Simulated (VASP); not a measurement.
# Li (P6_3/mmc) in VASP: a series of runs

Runs on Li. Level: PBE. Tasks: single point.

All numbers are computed with VASP 6.6.1; they aren't measurements. Logs are shortened: lines on timing, memory, paths and dates and some standing lists are left out, and cuts for length are marked.

**1. The cell of the first run**

The structure is hexagonal, space group P6_3/mmc (No. 194). The conventional cell has a = 2.926 Å, b = 2.926 Å, c = 9.264 Å, α = 90.00°, β = 90.00°, γ = 120.00°. Within 3.8 Å of Li (site symmetry -3m) lie 12 Li at 2.87 to 2.93 Å. Within 3.8 Å of Li (site symmetry -6m2) lie 12 Li at 2.87 to 2.93 Å.

This isn't the form of Li at room conditions, which is bcc.

**2. Single point, PBE (17.17 Å³/atom)**

INCAR reads:

```
PREC     = Accurate       # precision mode
ENCUT    = 520            # plane-wave cutoff, eV
EDIFF    = 1E-7           # SCF threshold, eV
ISMEAR   = -1             # smearing method
SIGMA    = 0.05           # smearing width, eV
LREAL    = F              # projectors in reciprocal space
LASPH    = T              # aspherical terms in the spheres
NELM     = 100            # most SCF steps
ALGO     = Normal         # electronic algorithm
ISIF     = 2              # what is computed and relaxed
LWAVE    = F              # write WAVECAR
LCHARG   = F              # write CHGCAR
GGA      = PE             # functional
NBANDS   = 14             # bands
```

KPOINTS reads:

```
Automatic mesh
0
Gamma
  10 10 6
```

POSCAR reads:

```
Li
1.0
    2.9257444965      0.0000000000      0.0000000000
   -1.4628722482      2.5337690590      0.0000000000
    0.0000000000      0.0000000000      9.2644493349
Li
4
Direct
    0.0000000000      0.0000000000      0.0000000000
    0.0000000000      0.0000000000      0.5000000000
    0.3333333333      0.6666666667      0.2500000000
    0.6666666667      0.3333333333      0.7500000000
```

Potentials or basis: VASP PAW PBE potentials, release 64 (Li_sv).

Run with:

```
cat potpaw_PBE.64/Li_sv/POTCAR > POTCAR
mpirun -np 1 vasp_std > vasp.out
```

OUTCAR:

```text
PREC = Accurate
   ENCUT = 520
   EDIFF = 1E-7
   ISMEAR = -1
   LREAL = F
   LASPH = T
   NELM = 100
   ISIF = 2
   GGA = PE

 ion  position               nearest neighbor table
   1  0.000  0.000  0.000-
   2  0.000  0.000  0.500-
   3  0.333  0.667  0.250-
   4  0.667  0.333  0.750-

  LATTYP: Found a hexagonal cell.
 ALAT       =     2.9257444965
 C/A-ratio  =     3.1665271339

  Lattice vectors:

 A1 = (   2.9257444965,   0.0000000000,   0.0000000000)
 A2 = (  -1.4628722482,   2.5337690590,   0.0000000000)
 A3 = (   0.0000000000,   0.0000000000,   9.2644493349)

Analysis of symmetry for initial positions (statically):
=====================================================================
 Subroutine PRICEL returns:
 Original cell was already a primitive cell.

 Routine SETGRP: Setting up the symmetry group for a
 hexagonal supercell.

 Subroutine GETGRP returns: Found 24 space group operations
 (whereof 12 operations were pure point group operations)
 out of a pool of 24 trial point group operations.

The static configuration has the point symmetry D_3d.
 The point group associated with its full space group is D_6h.

Analysis of symmetry for dynamics (positions and initial velocities):
=====================================================================
 Subroutine PRICEL returns:
 Original cell was already a primitive cell.

 Routine SETGRP: Setting up the symmetry group for a
 hexagonal supercell.

 Subroutine GETGRP returns: Found 24 space group operations
 (whereof 12 operations were pure point group operations)
 out of a pool of 24 trial point group operations.

The dynamic configuration has the point symmetry D_3d.
 The point group associated with its full space group is D_6h.

 Subroutine INISYM returns: Found 24 space group operations
 (whereof 12 operations are pure point group operations),
 and found     1 'primitive' translations

----------------------------------------------------------------------------------------

                                     Primitive cell

  volume of cell :      68.6789

  direct lattice vectors                    reciprocal lattice vectors
     2.925744497  0.000000000  0.000000000     0.341793346  0.197334480  0.000000000
    -1.462872248  2.533769059  0.000000000     0.000000000  0.394668960  0.000000000
     0.000000000  0.000000000  9.264449335     0.000000000  0.000000000  0.107939497

  length of vectors
     2.925744497  2.925744497  9.264449335     0.394668960  0.394668960  0.107939497

  position of ions in fractional coordinates (direct lattice)
     0.000000000  0.000000000  0.000000000
     0.000000000  0.000000000  0.500000000
     0.333333333  0.666666667  0.250000000
     0.666666667  0.333333333  0.750000000

  ion indices of the primitive-cell ions
   primitive index   ion index
                 1           1
                 2           2
                 3           3
                 4           4

----------------------------------------------------------------------------------------

 KPOINTS: Automatic mesh

Automatic generation of k-mesh.
 Grid dimensions read from file:
 generate k-points for:   10   10    6

 Generating k-lattice:

  Cartesian coordinates                     Fractional coordinates (reciprocal lattice)
     0.034179335  0.019733448  0.000000000     0.100000000  0.000000000  0.000000000
     0.000000000  0.039466896  0.000000000     0.000000000  0.100000000  0.000000000
     0.000000000  0.000000000  0.017989916     0.000000000  0.000000000  0.166666667

  Length of vectors
     0.039466896  0.039466896  0.017989916

  Shift w.r.t. Gamma in fractional coordinates (k-lattice)
     0.000000000  0.000000000  0.000000000

 Subroutine IBZKPT returns following result:
 ===========================================

 Found     56 irreducible k-points:

 Following reciprocal coordinates:
            Coordinates               Weight
  0.000000  0.000000  0.000000      1.000000
  0.100000  0.000000  0.000000      6.000000
  0.200000  0.000000  0.000000      6.000000
  0.300000  0.000000  0.000000      6.000000
  0.400000 -0.000000  0.000000      6.000000
  0.500000  0.000000  0.000000      3.000000
[... 16 lines left out ...]
  0.300000  0.100000  0.166667     24.000000
  0.400000  0.100000  0.166667     24.000000
 [... further k-points ...]
   k-points           NKPTS =     56   k-points in BZ     NKDIM =     56   number of bands    NBANDS=     14
   number of dos      NEDOS =    301   number of ions     NIONS =      4
   total plane-waves  NPLWV =  40320
   dimension x,y,z NGX =    24 NGY =   24 NGZ =   70
   dimension x,y,z NGXF=    48 NGYF=   48 NGZF=  140
   ions per type =               4
   NGX,Y,Z   is equivalent  to a cutoff of  13.64, 13.64, 12.56 a.u.
   NGXF,Y,Z  is equivalent  to a cutoff of  27.27, 27.27, 25.12 a.u.
 SYSTEM =  unknown system
   PREC   = accura    normal or accurate (medium, high low for compatibility)
   ISTART =      0    job   : 0-new  1-cont  2-samecut
   ICHARG =      2    charge: 1-file 2-atom 10-const
   ISPIN  =      1    spin polarized calculation?
   LNONCOLLINEAR =      F non collinear calculations
   LSORBIT =      F    spin-orbit coupling
   LASPH  =      T    aspherical Exc in radial PAW
   ENCUT  =  520.0 eV  38.22 Ry    6.18 a.u.   5.44  5.44 17.23*2*pi/ulx,y,z
   NELM   =    100;   NELMIN=  2; NELMDL= -5     # of ELM steps
   EDIFF  = 0.1E-06   stopping-criterion for ELM
   LREAL  =      F    real-space projection
   EDIFFG = 0.1E-05   stopping-criterion for IOM
   NSW    =      0    number of steps for IOM
   IBRION =     -1    ionic relax: 0-MD 1-quasi-New 2-CG
   NFREE  =      0    steps in history (QN), initial steepest desc. (CG)
   ISIF   =      2    stress and relaxation
   ISYM   =      2    0-nonsym 1-usesym 2-fastsym
   POTIM  = 0.5000    time-step for ionic-motion
   TEBEG  =    0.0;   TEEND  =   0.0 temperature during run
   PSTRESS=    0.0 pullay stress
   NELECT =      12.0000    total number of electrons
   NUPDOWN=      -1.0000    fix difference up-down
   EMIN   =  10.00;   EMAX   =-10.00  energy-range for DOS
   EFERMI =   0.00;   METHOD = LEGACY
   ISMEAR =    -1;   SIGMA  =   0.05  broadening in eV -4-tet -1-fermi 0-gaus
   EFERMI_NEDOS =   21; number of points for ismear=-14 and -15
   IALGO  =     38    algorithm
   IMIX   =      4    mixing-type and parameters
     AMIX     =   0.40;   BMIX     =  1.00
     AMIX_MAG =   1.60;   BMIX_MAG =  1.00
  volume/ion in A,a.u.               =      17.17       115.87
  Fermi-wavevector in a.u.,A,eV,Ry     =   0.915224  1.729523 11.396724  0.837636
  Thomas-Fermi vector in A             =   2.039941
   LORBIT       =      0    0 simple, 1 ext, 2 COOP (PROOUT), +10 PAW based schemes
   GGA     = PE    functional components
   LHFCALC =     F    Hartree Fock is set to
   AEXX    =    0.0000 exact exchange contribution
   IVDW    =     0    specifies the selected vdW correction
   LEPSILON=     F    determine dielectric tensor
   LRPA    =     F    only Hartree local field effects (RPA)
 non-spin polarized calculation
  energy-cutoff  :      520.00
  volume of cell :       68.68
 maximum number of plane-waves:      1895
 NGX is ok and might be reduce to    24
   NGX = 11   NGY = 11   NGZ = 35

 number of electron      12.0000002 magnetization

 Free energy of the ion-electron system (eV)
  ---------------------------------------------------
  ext. energy  EPLUGINS =         0.00000000
  ---------------------------------------------------
  free energy    TOTEN  =        -7.53099065 eV

  energy without entropy =       -7.51657519  energy(sigma->0) =       -7.52378292

 E-fermi :   1.0934     XC(G=0):  -7.4612

 val. band max:        1.0686829588   @ k =   0.3000   0.0000   0.3333
 cond. band min:       1.1077011556   @ k =   0.4000  -0.0000   0.0000
 fundamental gap:      0.0390181968
 Fermi energy:         1.0934261293

 k-point     1 :       0.0000    0.0000    0.0000
  band No.  band energies     occupation
      1     -45.1404      2.00000
      2     -45.1220      2.00000
      3     -45.1204      2.00000
      4     -45.1019      2.00000
      5      -2.6402      2.00000
      6      -1.4141      2.00000
      7      -1.4126      2.00000
      8       1.2297      0.12303
      9       4.8928      0.00000
     10      10.6195      0.00000
     11      10.6290      0.00000
     12      14.7819      0.00000
     13      14.7819      0.00000
     14      15.4486      0.00000

 k-point     2 :       0.1000    0.0000    0.0000
  band No.  band energies     occupation
      1     -45.1376      2.00000
      2     -45.1200      2.00000
      3     -45.1184      2.00000
      4     -45.1008      2.00000
      5      -2.4770      2.00000
      6      -1.2433      2.00000
      7      -1.2417      2.00000
      8       1.4593      0.00133
      9       4.9239      0.00000
     10      10.6252      0.00000
     11      10.6681      0.00000
     12      13.1475      0.00000
     13      13.5906      0.00000
     14      14.5026      0.00000

 k-point     3 :       0.2000    0.0000    0.0000
  band No.  band energies     occupation
      1     -45.1300      2.00000
      2     -45.1148      2.00000
      3     -45.1132      2.00000
      4     -45.0981      2.00000
      5      -1.9841      2.00000
      6      -0.7352      2.00000
      7      -0.7331      2.00000
      8       2.1466      0.00000
      9       4.9648      0.00000
     10       9.7438      0.00000
     11      10.3537      0.00000
     12      11.5881      0.00000
     13      11.7183      0.00000
     14      12.1761      0.00000
[... 324 lines left out ...]
 k-point    23 :       0.3000    0.1000    0.1667
  band No.  band energies     occupation
      1     -45.1137      2.00000
      2     -45.1069      2.00000
      3     -45.1016      2.00000
      4     -45.0949      2.00000
      5      -0.4664      2.00000
      6       0.3513      2.00000
      7       1.1756      0.32380
      8       3.5708      0.00000
      9       4.9068      0.00000
     10       6.6475      0.00000
     11       7.5552      0.00000
     12       7.8902      0.00000
     13       9.4132      0.00000
     14      10.4578      0.00000

 k-point    24 :       0.4000    0.1000    0.1667
  band No.  band energies     occupation
      1     -45.1067      2.00000
      2     -45.1025      2.00000
      3     -45.0989      2.00000
      4     -45.0947      2.00000
      5       0.7523      1.99782
      6       1.4231      0.00274
      7       2.0265      0.00000
      8       2.9188      0.00000
      9       5.1190      0.00000
     10       5.4081      0.00000
     11       6.1446      0.00000
     12       7.8465      0.00000
     13       7.9945      0.00000
     14       9.1925      0.00000

 [... further k-points ...]
[... 5 lines left out ...]
  --------------------------------------------------------------------------------------
  -------------------------------------------------------------------------------------
  Total        1.2384226      1.2384226      1.1936577      0.0000000      0.0000000     -0.0000000
  in kB       28.8905895     28.8905895     27.8462898      0.0000000      0.0000000     -0.0000000
  external PRESSURE =      28.5424896 kB  Pullay stress =       0.0000000 kB

 VOLUME and BASIS-vectors are now :
 -----------------------------------------------------------------------------
  energy-cutoff  :      520.00
  volume of cell :       68.68
      direct lattice vectors                 reciprocal lattice vectors
     2.925744497  0.000000000  0.000000000     0.341793346  0.197334480  0.000000000
    -1.462872248  2.533769059  0.000000000     0.000000000  0.394668960  0.000000000
     0.000000000  0.000000000  9.264449335     0.000000000  0.000000000  0.107939497

 POSITION                                       TOTAL-FORCE (eV/Angst)
 -----------------------------------------------------------------------------------
      0.00000      0.00000      0.00000        -0.000000      0.000000     -0.000000
      0.00000      0.00000      4.63222        -0.000000      0.000000     -0.000000
     -0.00000      1.68918      2.31611        -0.000000     -0.000000     -0.000000
      1.46287      0.84459      6.94834         0.000000      0.000000      0.000000
 -----------------------------------------------------------------------------------
    total drift:                               -0.000000      0.000000      0.000000

  FREE ENERGIE OF THE ION-ELECTRON SYSTEM (eV)
  ---------------------------------------------------
  free  energy   TOTEN  =        -7.5309906451 eV

  energy  without entropy=       -7.5165751884  energy(sigma->0) =       -7.52378292
```

Run time: 44 s. Hardware: 1 thread of Intel Xeon 8259CL, shared host; peak memory 0.19 GiB.

Results:

```yaml
Free_energy: -7.5310 eV
Band_gap_on_the_k_mesh: zero (bands 6 and 7 overlap by 4.10 eV)
```

Caveat: the cutoff is under 1.25 times the usual one of these potentials, so pressure, stress and relaxed cells hold a basis-set (Pulay) error.

**3. Single point, PBE**

This run uses another cell than the first one, of 20.20 Å³/atom.

INCAR reads:

```
SYSTEM = Li
PREC = Accurate
ENCUT = 520
EDIFF = 1E-6
ISMEAR = -1
SIGMA = 0.05
LREAL = .FALSE.
LASPH = .TRUE.
NELM = 100
ALGO = Normal
ISIF = 2
LWAVE = .FALSE.
LCHARG = .TRUE.
GGA = PE
LELF = .TRUE.
LVHAR = .TRUE.
NBANDS = 14
```

KPOINTS reads:

```
regular mesh
0
G
  10 10 6
  0 0 0
```

POSCAR reads:

```
Li
1.0
    3.0886124771      0.0000000000      0.0000000000
   -1.5443062385      2.6748168676      0.0000000000
    0.0000000000      0.0000000000      9.7801752146
Li
4
Direct
    0.0000000000      0.0000000000      0.0000000000
    0.0000000000      0.0000000000      0.5000000000
    0.3333333333      0.6666666667      0.2500000000
    0.6666666667      0.3333333333      0.7500000000
```

Potentials or basis: VASP PAW PBE potentials, release 64 (Li_sv).

Run with:

```
cat potpaw_PBE.64/Li_sv/POTCAR > POTCAR
mpirun -np 1 vasp_std > vasp.out
```

Run time: 50 s. Hardware: 1 thread of Intel Xeon 8259CL, shared host; peak memory 0.21 GiB.

Results (log left out):

```
Free energy            : -7.6346 eV
Band gap on the k mesh : zero (bands 6 and 7 overlap by 3.86 eV)
```

Levels at points of the mesh, in eV from the Fermi level:
| k point | band 4 | band 5 | band 6 | band 7 | band 8 | band 9 |
| --- | --- | --- | --- | --- | --- | --- |
| (0.00, 0.00, 0.00) | -46.48 | -3.54 | -2.37 | -2.37 | 0.19 | 3.21 |
| (0.50, 0.00, 0.00) | -46.47 | -0.09 | 0.47 | 0.69 | 1.26 | 3.34 |
| (0.00, 0.00, 0.50) | -46.48 | -3.24 | -3.24 | -0.98 | -0.98 | 5.07 |
| (0.50, 0.00, 0.50) | -46.47 | 0.10 | 0.10 | 1.04 | 1.04 | 3.69 |

Caveat: the cutoff is under 1.25 times the usual one of these potentials, so pressure, stress and relaxed cells hold a basis-set (Pulay) error.

**4. Single point, PBE**

This run uses another cell than the first one, of 20.20 Å³/atom.

INCAR reads:

```
ALGO     = Normal         # electronic algorithm
EDIFF    = 1E-7           # SCF threshold, eV
ENCUT    = 520            # plane-wave cutoff, eV
GGA      = PE             # functional
ISIF     = 2              # what is computed and relaxed
ISMEAR   = -1             # smearing method
LASPH    = T              # aspherical terms in the spheres
LCHARG   = F              # write CHGCAR
LREAL    = F              # projectors in reciprocal space
LWAVE    = F              # write WAVECAR
NBANDS   = 14             # bands
NELM     = 100            # most SCF steps
PREC     = Accurate       # precision mode
SIGMA    = 0.05           # smearing width, eV
```

KPOINTS reads:

```
k-points
0
Gamma
  10 10 6
```

POSCAR is that of step 3.

Run with:

```
cat potpaw_PBE.64/Li_sv/POTCAR > POTCAR
mpirun -np 1 vasp_std > vasp.out
```

Run time: 52 s. Hardware: 1 thread of Intel Xeon 8259CL, shared host; peak memory 0.21 GiB.

Results (log left out):

```
Free energy            : -7.6346 eV
Band gap on the k mesh : zero (bands 6 and 7 overlap by 3.86 eV)
```

Levels at points of the mesh, in eV from the Fermi level:
| k point | band 3 | band 4 | band 5 | band 6 | band 7 | band 8 | band 9 | band 10 |
| --- | --- | --- | --- | --- | --- | --- | --- | --- |
| (0.00, 0.00, 0.00) | -46.49 | -46.48 | -3.54 | -2.37 | -2.37 | 0.19 | 3.21 | 8.51 |
| (0.50, 0.00, 0.00) | -46.48 | -46.47 | -0.09 | 0.47 | 0.69 | 1.26 | 3.34 | 3.38 |
| (0.00, 0.00, 0.50) | -46.48 | -46.48 | -3.24 | -3.24 | -0.98 | -0.98 | 5.07 | 5.07 |
| (0.50, 0.00, 0.50) | -46.47 | -46.47 | 0.10 | 0.10 | 1.04 | 1.04 | 3.69 | 3.69 |

Caveat: the cutoff is under 1.25 times the usual one of these potentials, so pressure, stress and relaxed cells hold a basis-set (Pulay) error.
